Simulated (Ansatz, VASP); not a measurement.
AgI in VASP and in Ansatz

```
Ag I
1.0
     4.64949    0.00000    0.00000
    -2.32474    4.02657    0.00000
     0.00000    0.00000    7.59854
Ag I
2 2
Direct
  0.66667 0.33333 0.62752
  0.33333 0.66667 0.12752
  0.66667 0.33333 0.00248
  0.33333 0.66667 0.50248
```

Alike in both runs: functional r2SCAN; k mesh 10 × 10 × 6; occupations fermi-dirac, width 0.1 eV; no spin polarisation.

Ansatz relaxed the structure, and its values are those at the end. VASP's run is a single point on that final structure, the one shown.

|  | VASP | Ansatz |
| --- | --- | --- |
| version | VASP 6.6.1 | Ansatz 0.2.0 |
| potentials or method | VASP PAW PBE potentials, release 64 (Ag, I) | PAW with Ansatz's default frozen-core files, scalar-relativistic |
| plane-wave cutoff (eV) | 550 | 500 |
| valence electrons in the cell | 36 | 72 |

```tsv
	VASP	Ansatz	Ansatz less VASP
pressure (GPa)	-0.1	0.0	+0.11
```

VASP's potentials were made for PBE, not for r2SCAN. With one functional, cell and mesh, what is left measures potentials, basis and numerics. VASP's potentials hold 36 valence electrons a cell and Ansatz's 72, so a difference there can come from the potentials and not from the codes.

Spin-orbit coupling is off throughout.
